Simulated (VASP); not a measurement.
# AlN (P6_3mc) in VASP: settings compared

AlN is run at these levels: r2SCAN, PBE; tasks: single point, relaxation of the atoms.

All numbers are computed with VASP 6.6.1; they aren't measurements. Logs are shortened: lines on timing, memory, paths and dates and some standing lists are left out, and cuts for length are marked.

### Step 1. The cell of the first run

The structure is hexagonal, space group P6_3mc (No. 186). Conventional cell: a = 3.111 Å, b = 3.111 Å, c = 4.981 Å, α = 90.00°, β = 90.00°, γ = 120.00°. Al (site symmetry 3m) has 4 N at 1.89 to 1.90 Å within 2.5 Å. Within 2.5 Å of N (site symmetry 3m) lie 4 Al at 1.89 to 1.90 Å.

### Step 2. Single point, r2SCAN

Input file POSCAR:

```
AlN
1.0
    3.1109999993      0.0000000000      0.0000000000
   -1.5554999997      2.6942050306      0.0000000000
    0.0000000000      0.0000000000      4.9810000000
Al N
2 2
Direct
    0.3333333333      0.6666666667      0.0001252650
    0.6666666667      0.3333333333      0.5001252650
    0.3333333333      0.6666666667      0.3818747350
    0.6666666667      0.3333333333      0.8818747350
```

Input file INCAR.step1:

```
PREC     = Accurate       # precision mode
ENCUT    = 520            # plane-wave cutoff, eV
ISMEAR   = 0              # smearing method
SIGMA    = 0.05           # smearing width, eV
LREAL    = False          # projectors in reciprocal space
LASPH    = True           # aspherical terms in the spheres
NELM     = 60             # most SCF steps
NBANDS   = 16             # bands
GGA      = PE             # functional
ALGO     = Normal         # electronic algorithm
EDIFF    = 1E-4           # SCF threshold, eV
LWAVE    = True           # write WAVECAR
LCHARG   = False          # write CHGCAR
```

Input file INCAR.step2:

```
PREC     = Accurate       # precision mode
ENCUT    = 520            # plane-wave cutoff, eV
EDIFF    = 1E-7           # SCF threshold, eV
ISMEAR   = 0              # smearing method
SIGMA    = 0.05           # smearing width, eV
LREAL    = False          # projectors in reciprocal space
LASPH    = True           # aspherical terms in the spheres
NELM     = 60             # most SCF steps
ALGO     = Normal         # electronic algorithm
ISIF     = 2              # what is computed and relaxed
LWAVE    = False          # write WAVECAR
LCHARG   = False          # write CHGCAR
METAGGA  = R2SCAN         # meta-GGA
LMIXTAU  = True         
NBANDS   = 16             # bands
ISTART   = 1
```

Input file KPOINTS:

```
Automatic mesh
0
Gamma
  8 8 5
```

Potentials or basis: VASP PAW PBE potentials, release 64 (Al, N).

Run with:

```
$ cat potpaw_PBE.64/Al/POTCAR potpaw_PBE.64/N/POTCAR > POTCAR
$ cp INCAR.step1 INCAR
$ mpirun -np 1 vasp_std > vasp.out
$ cp INCAR.step2 INCAR
$ mpirun -np 1 vasp_std > vasp.out
```

OUTCAR:

```text
PREC = Accurate
   ENCUT = 520
   EDIFF = 1E-7
   ISMEAR = 0
   LREAL = False
   LASPH = True
   NELM = 60
   ISIF = 2
   METAGGA = R2SCAN
   ISTART = 1

 ion  position               nearest neighbor table
   1  0.333  0.667  0.000-   4 1.89   4 1.89   4 1.89   3 1.90   2 3.07   2 3.07   2 3.07   2 3.07
                             2 3.07   2 3.07
   2  0.667  0.333  0.500-   3 1.89   3 1.89   3 1.89   4 1.90   1 3.07   1 3.07   1 3.07   1 3.07
                             1 3.07   1 3.07
   3  0.333  0.667  0.382-   2 1.89   2 1.89   2 1.89   1 1.90
   4  0.667  0.333  0.882-   1 1.89   1 1.89   1 1.89   2 1.90

  LATTYP: Found a hexagonal cell.
 ALAT       =     3.1109999993
 C/A-ratio  =     1.6010928965

  Lattice vectors:

 A1 = (   3.1109999993,   0.0000000000,   0.0000000000)
 A2 = (  -1.5554999997,   2.6942050306,   0.0000000000)
 A3 = (   0.0000000000,   0.0000000000,   4.9810000000)

Analysis of symmetry for initial positions (statically):
=====================================================================
 Subroutine PRICEL returns:
 Original cell was already a primitive cell.

 Routine SETGRP: Setting up the symmetry group for a
 hexagonal supercell.

 Subroutine GETGRP returns: Found 12 space group operations
 (whereof  6 operations were pure point group operations)
 out of a pool of 24 trial point group operations.

The static configuration has the point symmetry C_3v.
 The point group associated with its full space group is C_6v.

Analysis of symmetry for dynamics (positions and initial velocities):
=====================================================================
 Subroutine PRICEL returns:
 Original cell was already a primitive cell.

 Routine SETGRP: Setting up the symmetry group for a
 hexagonal supercell.

 Subroutine GETGRP returns: Found 12 space group operations
 (whereof  6 operations were pure point group operations)
 out of a pool of 24 trial point group operations.

The dynamic configuration has the point symmetry C_3v.
 The point group associated with its full space group is C_6v.

 Subroutine INISYM returns: Found 12 space group operations
 (whereof  6 operations are pure point group operations),
 and found     1 'primitive' translations

----------------------------------------------------------------------------------------

                                     Primitive cell

  volume of cell :      41.7491

  direct lattice vectors                    reciprocal lattice vectors
     3.110999999  0.000000000  0.000000000     0.321440052  0.185583500  0.000000000
    -1.555500000  2.694205031  0.000000000     0.000000000  0.371167001  0.000000000
     0.000000000  0.000000000  4.981000000     0.000000000  0.000000000  0.200762899

  length of vectors
     3.110999999  3.110999999  4.981000000     0.371167001  0.371167001  0.200762899

  position of ions in fractional coordinates (direct lattice)
     0.333333333  0.666666667  0.000125265
     0.666666667  0.333333333  0.500125265
     0.333333333  0.666666667  0.381874735
     0.666666667  0.333333333  0.881874735

  ion indices of the primitive-cell ions
   primitive index   ion index
                 1           1
                 2           2
                 3           3
                 4           4

----------------------------------------------------------------------------------------

 KPOINTS: Automatic mesh

Automatic generation of k-mesh.
 Grid dimensions read from file:
 generate k-points for:    8    8    5

 Generating k-lattice:

  Cartesian coordinates                     Fractional coordinates (reciprocal lattice)
     0.040180006  0.023197938  0.000000000     0.125000000  0.000000000  0.000000000
     0.000000000  0.046395875  0.000000000     0.000000000  0.125000000  0.000000000
     0.000000000  0.000000000  0.040152580     0.000000000  0.000000000  0.200000000

  Length of vectors
     0.046395875  0.046395875  0.040152580

  Shift w.r.t. Gamma in fractional coordinates (k-lattice)
     0.000000000  0.000000000  0.000000000

 Subroutine IBZKPT returns following result:
 ===========================================

 Found     30 irreducible k-points:

 Following reciprocal coordinates:
            Coordinates               Weight
  0.000000  0.000000  0.000000      1.000000
  0.125000 -0.000000  0.000000      6.000000
  0.250000 -0.000000  0.000000      6.000000
  0.375000 -0.000000  0.000000      6.000000
  0.500000 -0.000000  0.000000      3.000000
  0.125000  0.125000  0.000000      6.000000
[... 16 lines left out ...]
  0.250000 -0.000000  0.400000     12.000000
  0.375000 -0.000000  0.400000     12.000000
 [... further k-points ...]
   k-points           NKPTS =     30   k-points in BZ     NKDIM =     30   number of bands    NBANDS=     16
   number of dos      NEDOS =    301   number of ions     NIONS =      4
   total plane-waves  NPLWV =  23040
   dimension x,y,z NGX =    24 NGY =   24 NGZ =   40
   dimension x,y,z NGXF=    48 NGYF=   48 NGZF=   80
   ions per type =               2   2
   NGX,Y,Z   is equivalent  to a cutoff of  12.83, 12.83, 13.35 a.u.
   NGXF,Y,Z  is equivalent  to a cutoff of  25.65, 25.65, 26.70 a.u.
 SYSTEM =  unknown system
   PREC   = accura    normal or accurate (medium, high low for compatibility)
   ISTART =      1    job   : 0-new  1-cont  2-samecut
   ICHARG =      0    charge: 1-file 2-atom 10-const
   ISPIN  =      1    spin polarized calculation?
   LNONCOLLINEAR =      F non collinear calculations
   LSORBIT =      F    spin-orbit coupling
   LASPH  =      T    aspherical Exc in radial PAW
   ENCUT  =  520.0 eV  38.22 Ry    6.18 a.u.   5.78  5.78  9.26*2*pi/ulx,y,z
   NELM   =     60;   NELMIN=  2; NELMDL=  0     # of ELM steps
   EDIFF  = 0.1E-06   stopping-criterion for ELM
   LREAL  =      F    real-space projection
   EDIFFG = 0.1E-05   stopping-criterion for IOM
   NSW    =      0    number of steps for IOM
   IBRION =     -1    ionic relax: 0-MD 1-quasi-New 2-CG
   NFREE  =      0    steps in history (QN), initial steepest desc. (CG)
   ISIF   =      2    stress and relaxation
   ISYM   =      2    0-nonsym 1-usesym 2-fastsym
   POTIM  = 0.5000    time-step for ionic-motion
   TEBEG  =    0.0;   TEEND  =   0.0 temperature during run
   PSTRESS=    0.0 pullay stress
   NELECT =      16.0000    total number of electrons
   NUPDOWN=      -1.0000    fix difference up-down
   EMIN   =  10.00;   EMAX   =-10.00  energy-range for DOS
   EFERMI =   0.00;   METHOD = LEGACY
   ISMEAR =     0;   SIGMA  =   0.05  broadening in eV -4-tet -1-fermi 0-gaus
   EFERMI_NEDOS =   21; number of points for ismear=-14 and -15
   IALGO  =     38    algorithm
   IMIX   =      4    mixing-type and parameters
     AMIX     =   0.40;   BMIX     =  1.00
     AMIX_MAG =   1.60;   BMIX_MAG =  1.00
  volume/ion in A,a.u.               =      10.44        70.43
  Fermi-wavevector in a.u.,A,eV,Ry     =   1.189138  2.247146 19.239322  1.414050
  Thomas-Fermi vector in A             =   2.325252
   LORBIT       =      0    0 simple, 1 ext, 2 COOP (PROOUT), +10 PAW based schemes
   METAGGA = R2SCAN    functional components
   LHFCALC =     F    Hartree Fock is set to
   AEXX    =    0.0000 exact exchange contribution
   IVDW    =     0    specifies the selected vdW correction
   LEPSILON=     F    determine dielectric tensor
   LRPA    =     F    only Hartree local field effects (RPA)
 non-spin polarized calculation
 Gauss-broadening in eV      SIGMA  =   0.05
  energy-cutoff  :      520.00
  volume of cell :       41.75
 maximum number of plane-waves:      1138
 NGX is ok and might be reduce to    24
   NGX = 11   NGY = 11   NGZ = 19

 number of electron      15.9999997 magnetization

 Free energy of the ion-electron system (eV)
  ---------------------------------------------------
  ext. energy  EPLUGINS =         0.00000000
  ---------------------------------------------------
  free energy    TOTEN  =       -38.45580850 eV

  energy without entropy =      -38.45580850  energy(sigma->0) =      -38.45580850

 E-fermi :   6.1712     XC(G=0): -11.4019

 val. band max:        5.8923155566   @ k =   0.0000   0.0000   0.0000
 cond. band min:      10.7778490285   @ k =   0.0000   0.0000   0.0000
 fundamental gap:      4.8855334719
 Fermi energy:         6.1712195860

 k-point     1 :       0.0000    0.0000    0.0000
  band No.  band energies     occupation
      1     -10.0738      2.00000
      2      -7.9583      2.00000
      3      -0.1643      2.00000
      4       4.9995      2.00000
      5       4.9995      2.00000
      6       5.6621      2.00000
[... 8 lines left out ...]
     15      19.9727      0.00000
     16      19.9727      0.00000

 k-point     2 :       0.1250   -0.0000    0.0000
  band No.  band energies     occupation
      1      -9.8759      2.00000
      2      -7.8497      2.00000
      3       0.0759      2.00000
      4       4.1360      2.00000
      5       4.7531      2.00000
      6       4.8496      2.00000
[... 8 lines left out ...]
     15      19.6671      0.00000
     16      19.8597      0.00000

 k-point     3 :       0.2500   -0.0000    0.0000
  band No.  band energies     occupation
      1      -9.3265      2.00000
      2      -7.5955      2.00000
      3       0.7649      2.00000
      4       2.4023      2.00000
      5       3.4028      2.00000
      6       4.2803      2.00000
[... 8 lines left out ...]
     15      19.0101      0.00000
     16      20.1288      0.00000

 k-point     4 :       0.3750   -0.0000    0.0000
  band No.  band energies     occupation
      1      -8.5925      2.00000
      2      -7.4136      2.00000
      3       0.9425      2.00000
      4       1.7670      2.00000
      5       2.1790      2.00000
      6       3.8939      2.00000
[... 8 lines left out ...]
     15      19.1381      0.00000
     16      21.8742      0.00000

 k-point     5 :       0.5000   -0.0000    0.0000
  band No.  band energies     occupation
      1      -8.1364      2.00000
      2      -7.4494      2.00000
      3       0.3843      2.00000
      4       1.6766      2.00000
      5       2.5073      2.00000
      6       3.7499      2.00000
[... 8 lines left out ...]
     15      19.7218      0.00000
     16      22.1650      0.00000

 k-point     6 :       0.1250    0.1250    0.0000
  band No.  band energies     occupation
      1      -9.5011      2.00000
      2      -7.6671      2.00000
      3       0.5415      2.00000
      4       3.2027      2.00000
      5       3.3682      2.00000
      6       4.6200      2.00000
[... 8 lines left out ...]
     15      19.5038      0.00000
     16      20.0238      0.00000
[... 267 lines left out ...]
 k-point    21 :       0.0000    0.0000    0.4000
  band No.  band energies     occupation
      1      -9.4853      2.00000
      2      -8.8578      2.00000
      3       1.6888      2.00000
      4       3.4041      2.00000
      5       5.2196      2.00000
      6       5.2196      2.00000
[... 8 lines left out ...]
     15      18.5370      0.00000
     16      18.5370      0.00000

 k-point    22 :       0.1250   -0.0000    0.4000
  band No.  band energies     occupation
      1      -9.3051      2.00000
      2      -8.7013      2.00000
      3       1.7286      2.00000
      4       3.1727      2.00000
      5       4.5977      2.00000
      6       5.0283      2.00000
[... 8 lines left out ...]
     15      18.9154      0.00000
     16      18.9822      0.00000

 k-point    23 :       0.2500   -0.0000    0.4000
  band No.  band energies     occupation
      1      -8.8166      2.00000
      2      -8.2934      2.00000
      3       1.4825      2.00000
      4       2.1749      2.00000
      5       3.7680      2.00000
      6       4.6450      2.00000
[... 8 lines left out ...]
     15      19.3391      0.00000
     16      19.9392      0.00000

 k-point    24 :       0.3750   -0.0000    0.4000
  band No.  band energies     occupation
      1      -8.2082      2.00000
      2      -7.8434      2.00000
      3       0.5892      2.00000
      4       0.9887      2.00000
      5       3.8378      2.00000
      6       4.3078      2.00000
[... 8 lines left out ...]
     15      19.4170      0.00000
     16      20.7187      0.00000

 [... further k-points ...]

------------------------ aborting loop because EDIFF is reached ----------------------------------------

  FORCE on cell =-STRESS in cart. coord.  units (eV):
  Direction    XX          YY          ZZ          XY          YZ          ZX
  --------------------------------------------------------------------------------------
  -------------------------------------------------------------------------------------
  Total       -0.3113985     -0.3113985     -0.2227807      0.0000000     -0.0000000      0.0000000
  in kB      -11.9503302    -11.9503302     -8.5495058      0.0000000     -0.0000000      0.0000000
  external PRESSURE =     -10.8167221 kB  Pullay stress =       0.0000000 kB

 VOLUME and BASIS-vectors are now :
 -----------------------------------------------------------------------------
  energy-cutoff  :      520.00
  volume of cell :       41.75
      direct lattice vectors                 reciprocal lattice vectors
     3.110999999  0.000000000  0.000000000     0.321440052  0.185583500  0.000000000
    -1.555500000  2.694205031  0.000000000     0.000000000  0.371167001  0.000000000
     0.000000000  0.000000000  4.981000000     0.000000000  0.000000000  0.200762899

 POSITION                                       TOTAL-FORCE (eV/Angst)
 -----------------------------------------------------------------------------------
     -0.00000      1.79614      0.00062         0.000000      0.000000     -0.001102
      1.55550      0.89807      2.49112        -0.000000     -0.000000     -0.001102
     -0.00000      1.79614      1.90212        -0.000000      0.000000      0.001102
      1.55550      0.89807      4.39262        -0.000000      0.000000      0.001102
 -----------------------------------------------------------------------------------
    total drift:                               -0.000000     -0.000000     -0.017676

  FREE ENERGIE OF THE ION-ELECTRON SYSTEM (eV)
  ---------------------------------------------------
  free  energy   TOTEN  =       -38.4558084985 eV

  energy  without entropy=      -38.4558084985  energy(sigma->0) =      -38.45580850
```

Run time: 2.9 min. Hardware: 1 thread of AMD EPYC 7R13, shared host; peak memory 0.14 GiB.

Results:

- Free energy: -38.4558 eV
- Pressure: -1.1 GPa
- Band gap on the k mesh: 4.89 eV, direct

Stress tensor (GPa, compression positive):
```
-1.20  0.00  0.00
 0.00 -1.20  0.00
 0.00  0.00 -0.85
```

Caveat: the PAW data sets were made with another functional, which shifts forces and pressure a little. r2SCAN opens gaps a little over a GGA but as a rule still falls short of measured ones.

### Step 3. Single point, r2SCAN

POSCAR is that of step 2.

Input file INCAR.step1:

```
SYSTEM = AlN
ALGO = Normal ; EDIFF = 1E-4
ENCUT = 520 ; GGA = PE
ISMEAR = 0 ; LASPH = .TRUE.
LCHARG = .FALSE. ; LREAL = .FALSE.
LWAVE = .TRUE. ; NBANDS = 16
NELM = 100 ; PREC = Accurate
SIGMA = 0.03
```

Input file INCAR.step2:

```
SYSTEM = AlN
ALGO = Normal ; EDIFF = 1E-6
ENCUT = 520 ; ISIF = 2
ISMEAR = 0 ; ISTART = 1
LASPH = .TRUE. ; LCHARG = .FALSE.
LMIXTAU = .TRUE. ; LREAL = .FALSE.
LWAVE = .FALSE. ; METAGGA = R2SCAN
NBANDS = 16 ; NELM = 100
PREC = Accurate ; SIGMA = 0.03
```

Input file KPOINTS:

```
k-points
0
G
  8 8 5
  0 0 0
```

Potentials or basis: VASP PAW PBE potentials, release 64 (Al, N).

Run with:

```
$ cat potpaw_PBE.64/Al/POTCAR potpaw_PBE.64/N/POTCAR > POTCAR
$ cp INCAR.step1 INCAR
$ mpirun -np 1 vasp_std > vasp.out
$ cp INCAR.step2 INCAR
$ mpirun -np 1 vasp_std > vasp.out
```

It took 2.1 min on 1 thread of AMD EPYC 7R13, shared host; peak memory 0.14 GiB.

The run converged. Its results:

| Property | Result |
| --- | --- |
| Free energy | -38.4558 eV |
| Pressure | -1.1 GPa |
| Band gap on the k mesh | 4.89 eV, direct |

Stress tensor (GPa, compression positive):
```
-1.20  0.00  0.00
 0.00 -1.20  0.00
 0.00  0.00 -0.86
```

Levels at points of the mesh, in eV from the valence-band top:
| k point | band 4 | band 5 | band 6 | band 7 | band 8 | band 9 | band 10 | band 11 | band 12 | band 13 |
| --- | --- | --- | --- | --- | --- | --- | --- | --- | --- | --- |
| (0.00, 0.00, 0.00) | -0.89 | -0.89 | -0.23 | -0.23 | 0.00 | 4.89 | 7.50 | 11.59 | 12.01 | 12.01 |
| (0.50, 0.00, 0.00) | -4.22 | -3.39 | -2.14 | -1.77 | -0.71 | 6.44 | 6.54 | 9.02 | 11.23 | 11.69 |

Caveat: the PAW data sets were made with another functional, which shifts forces and pressure a little.

### Step 4. Relaxation of the atoms, PBE

Input file INCAR:

```
PREC = Accurate
ENCUT = 520
EDIFF = 1E-6
ISMEAR = 0
SIGMA = 0.05
LREAL = F
LASPH = T
NELM = 60
ALGO = Normal
ISIF = 2
LWAVE = F
LCHARG = F
GGA = PE
IBRION = 2
NSW = 80
EDIFFG = -0.003
```

Input file KPOINTS:

```
regular mesh
0
Gamma
  8 8 5
```

Input file POSCAR:

```
AlN
1.0
    3.1110000000      0.0000000000      0.0000000000
   -1.5555000000      2.6942050300      0.0000000000
    0.0000000000      0.0000000000      4.9810000000
Al N
2 2
Direct
    0.3333333333      0.6666666667      0.0000000000
    0.6666666667      0.3333333333      0.5000000000
    0.3333333333      0.6666666667      0.3820000000
    0.6666666667      0.3333333333      0.8820000000
```

Run with:

```
$ cat potpaw_PBE.64/Al/POTCAR potpaw_PBE.64/N/POTCAR > POTCAR
$ mpirun -np 1 vasp_std > vasp.out
```

Wall time 30 s (1 thread of AMD EPYC 7R13, shared host); peak memory 0.13 GiB.

Results (log left out):

| Property | Result |
| --- | --- |
| Free energy | -29.7713 eV |
| Energy gained by relaxing | 0.0 meV/atom |
| Ionic steps | 2 |
| Pressure after relaxing | 3.7 GPa |
| Band gap on the k mesh | 4.21 eV, direct |

Final structure:
```cif
data_structure
_symmetry_space_group_name_H-M 'P 1'
_symmetry_Int_Tables_number 1
_cell_length_a 3.1110
_cell_length_b 3.1110
_cell_length_c 4.9810
_cell_angle_alpha 90.000
_cell_angle_beta 90.000
_cell_angle_gamma 120.000
_cell_volume 41.75
loop_
_atom_site_label
_atom_site_type_symbol
_atom_site_fract_x
_atom_site_fract_y
_atom_site_fract_z
_atom_site_occupancy
Al1 Al 0.33333 0.66667 0.00007 1
Al2 Al 0.66667 0.33333 0.50007 1
N1 N 0.33333 0.66667 0.38193 1
N2 N 0.66667 0.33333 0.88193 1
```

Levels at points of the mesh, in eV from the valence-band top:
```tsv
k point	band 5	band 6	band 7	band 8	band 9	band 10	band 11	band 12
(0.00, 0.00, 0.00)	-0.87	-0.22	-0.22	0.00	4.21	6.66	10.62	11.15
(0.50, 0.00, 0.00)	-3.35	-2.10	-1.78	-0.70	5.81	5.81	8.18	10.28
```

### Step 5. Summary

```tsv
task	level	cell	smearing	gap on the mesh (eV)	pressure (GPa)
single point	r2SCAN	a = 3.111, b = 3.111, c = 4.981 Å, angles 90.0, 90.0, 120.0°, 4 atoms	gaussian 0.05 eV	4.89	-1.1
single point	r2SCAN	a = 3.111, b = 3.111, c = 4.981 Å, angles 90.0, 90.0, 120.0°, 4 atoms	gaussian 0.03 eV	4.89	-1.1
relaxation of the atoms	PBE	atoms relaxed from a = 3.111, b = 3.111, c = 4.981 Å, angles 90.0, 90.0, 120.0°, 4 atoms	gaussian 0.05 eV	4.21	3.7
```

Alike in all rows: potentials or basis VASP PAW PBE potentials, release 64 (Al, N); no spin polarisation; k mesh 8 × 8 × 5; cutoff (eV) 520.

Caveats: the PAW data sets were made with another functional, which shifts forces and pressure a little (some runs).

Total energies depend on the potentials used, so only differences within one code and one set of settings carry meaning.
